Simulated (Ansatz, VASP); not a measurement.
# C in VASP and in Ansatz

File INCAR:

```
SYSTEM = C
PREC = Accurate
ENCUT = 520
EDIFF = 1E-7
ISMEAR = 0
SIGMA = 0.05
LREAL = .False.
LASPH = .True.
NELM = 60
ALGO = Normal
ISIF = 2
LWAVE = .False.
LCHARG = .False.
NBANDS = 26
```

KPOINTS

```
Automatic mesh
0
Gamma
  6 6 6
  0 0 0
```

POSCAR

```
C
1.0
    2.4830017754     -1.3779519846      3.3906407555
    0.0598316049      2.7707865338      3.3530412185
   -2.4664320232     -1.4374730201      3.3532649660
C
8
Direct
    0.1638247902      0.1697707572      0.1636062327
    0.6719894424      0.1665721256      0.6660659803
    0.1632666366      0.6632644852      0.6745854009
    0.6545913299      0.6665716341      0.1609991380
    0.8421594093      0.8288352187      0.8263845032
    0.3414994450      0.8300210111      0.3278941415
    0.8367650495      0.3294890224      0.3344979354
    0.3259038971      0.3454757457      0.8459666680
```

Input for Ansatz:

```yaml
crystal:
  lattice:
    - [2.4830017754, -1.3779519846, 3.3906407555]
    - [0.0598316049, 2.7707865338, 3.3530412185]
    - [-2.4664320232, -1.4374730201, 3.353264966]
  atoms:
    - { symbol: C, position: [0.1638247902, 0.1697707572, 0.1636062327] }
    - { symbol: C, position: [0.6719894424, 0.1665721256, 0.6660659803] }
    - { symbol: C, position: [0.1632666366, 0.6632644852, 0.6745854009] }
    - { symbol: C, position: [0.6545913299, 0.6665716341, 0.160999138] }
    - { symbol: C, position: [0.8421594093, 0.8288352187, 0.8263845032] }
    - { symbol: C, position: [0.341499445, 0.8300210111, 0.3278941415] }
    - { symbol: C, position: [0.8367650495, 0.3294890224, 0.3344979354] }
    - { symbol: C, position: [0.3259038971, 0.3454757457, 0.845966668] }
basis:
  ecutwfc: 420
kpoints:
  mp_grid: { grid: [6, 6, 6] }
hamiltonian:
  xc: lda
scf:
  occupations: { method: gaussian, width: 0.05 }
output:
  forces: true
  stress: true
  eigenvalues: true
```

Change from the starting cell: all atoms moved at random (sigma 0.03 Å a component), cell strained at random (sigma 0.01).

Alike in both runs: task single point; functional LDA; k mesh 6 × 6 × 6; occupations gaussian, width 0.05 eV; no spin polarisation.

|  | VASP | Ansatz |
| --- | --- | --- |
| version | VASP 6.6.1 | Ansatz 0.2.0 |
| potentials or method | VASP PAW LDA potentials, release 64 (C), cutoff 520 eV | scalar-relativistic, plane waves, PAW |
| valence electrons in the cell | 32 | 32 |

|  | VASP | Ansatz | Ansatz less VASP |
| --- | --- | --- | --- |
| gap on the k mesh at the Fermi level (eV) | 0.24 | 0.24 | 0.000 |
| least direct gap on the mesh (eV) | 0.24 | 0.24 | 0.000 |
| pressure (GPa) | 3.4 | 2.6 | -0.77 |
| traceless stress, the component that is largest in VASP (GPa) | -13.53 | -13.52 | +0.010 |
| rms of the force components (eV/Å) | 1.781 | 1.781 | +0.0009 |

LDA's correlation is that of Perdew and Zunger in VASP and of Perdew and Wang (1992) in Ansatz. Atom by atom the forces differ by 0.004 eV/Å (rms over components).
